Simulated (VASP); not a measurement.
PtSe2: single point with PBE+D3(BJ)

Slab: PtSe2, a slab with vacuum.

```
Se Pt
1.0
     3.70704    0.00000    0.00000
    -1.85352    3.21039    0.00000
     0.00000    0.00000   22.79816
Se Pt
4 2
Direct
  0.66667 0.33333 0.19738
  0.33333 0.66667 0.31358
  0.33333 0.83333 0.47631
  0.66667 0.50000 0.59251
  0.00000 0.00000 0.25548
  0.00000 0.16667 0.53441
```

```yaml
Program: VASP 6.6.1
Task: single point
Functional: PBE
Dispersion: D3(BJ)
Potentials_or_basis: VASP PAW PBE potentials, release 64 (Se, Pt)
Cutoff: 520 eV
k_mesh: 9 × 9 × 1
Occupations: gaussian, width 0.05 eV
Spin: no spin polarisation
Dipole_correction: yes
Further_INCAR_settings: ALGO = Normal; EDIFF = 1e-06; NBANDS = 31
```

* Largest force: 0.047 eV/Å
* Band gap on the k mesh: 0.99 eV, indirect (least direct gap 1.15 eV)
* Dispersion energy per atom: -0.338 eV

Forces on the atoms (eV/Å):
```
Se   0.004 -0.010 -0.003
Se   0.014 -0.025  0.028
Se  -0.015  0.024 -0.028
Se  -0.007  0.008  0.003
Pt  -0.004  0.011  0.045
Pt   0.008 -0.009 -0.045
```

Levels at points of the mesh, in eV from the valence-band top:
```csv
k point,band 19,band 20,band 21,band 22,band 23,band 24,band 25,band 26
"(0.00, 0.00, 0.00)",-0.25,-0.24,-0.22,-0.21,2.69,2.71,2.75,2.76
```

Run time: 3.3 min on 1 thread of Intel(R) Xeon(R) 6975P-C (Granite Rapids), on a shared host, peak memory 0.47 GiB.

Caveat: spin-orbit coupling is left out, which moves the levels of the heavy elements.
